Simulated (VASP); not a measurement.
A run of VASP 6.6.1:

Contents of INCAR:

```
SYSTEM = Bi
PREC     = Accurate       ! precision mode
ENCUT    = 520            ! plane-wave cutoff, eV
EDIFF    = 1E-6           ! SCF threshold, eV
ISMEAR   = 0              ! smearing method
SIGMA    = 0.1            ! smearing width, eV
LREAL    = .FALSE.        ! projectors in reciprocal space
LASPH    = .TRUE.         ! aspherical terms in the spheres
NELM     = 100            ! most SCF steps
ALGO     = Normal         ! electronic algorithm
ISIF     = 2              ! what is computed and relaxed
LWAVE    = .FALSE.        ! write WAVECAR
LCHARG   = .FALSE.        ! write CHGCAR
GGA      = PS             ! functional
NBANDS   = 14             ! bands
```

The input KPOINTS:

```
regular mesh
0
G
  14 14 14
  0 0 0
```

Contents of POSCAR:

```
Bi
1.0
   -1.9124173064      1.9124173064      1.8826958484
    1.9124173064     -1.9124173064      1.8826958484
    1.9124173064      1.9124173064     -1.8826958484
Bi
1
Direct
    0.0000000000      0.0000000000      0.0000000000
```

Potentials or basis: VASP PAW PBE potentials, release 64 (Bi_d).

The run is started by

```sh
$ cat potpaw_PBE.64/Bi_d/POTCAR > POTCAR
$ mpirun -np 1 vasp_std > vasp.out
```

Hardware: 1 thread of AMD EPYC 9R14 (Zen 4), with other jobs on the host.

Question: Estimate the wall time of this run.

Answer: It took 51 s on 1 thread of AMD EPYC 9R14 (Zen 4), with other jobs on the host, peak memory 0.19 GiB. Counts: scf iterations 10, k points 244.
